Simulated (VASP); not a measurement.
Here is a VASP 6.6.1 calculation.

Contents of INCAR:

```
PREC = Accurate
ENCUT = 520
EDIFF = 1E-6
ISMEAR = -1
SIGMA = 0.05
LREAL = False
LASPH = True
NELM = 80
ALGO = Normal
ISIF = 2
LWAVE = False
LCHARG = False
NBANDS = 13
```

The input KPOINTS:

```
Automatic mesh
0
Gamma
  7 7 7
```

POSCAR

```
Mo
1.0
   -1.5838089719      1.5838089719      1.5838089719
    1.5838089719     -1.5838089719      1.5838089719
    1.5838089719      1.5838089719     -1.5838089719
Mo
1
Direct
    0.0000000000      0.0000000000      0.0000000000
```

Potentials or basis: VASP PAW LDA potentials, release 64 (Mo_sv).

Launch:

```console
$ cat potpaw_LDA.64/Mo_sv/POTCAR > POTCAR
$ mpirun -np 1 vasp_std > vasp.out
```

(1) What does it give for the band gap on the k mesh?

(2) Predict the pressure.

Answers

(1) zero (band 7 reaches 15.05 eV, above the bottom of band 8 at 10.85 eV).

(2) -12.3 GPa.

Caveat: the k points lie up to 0.40 Å⁻¹ apart.
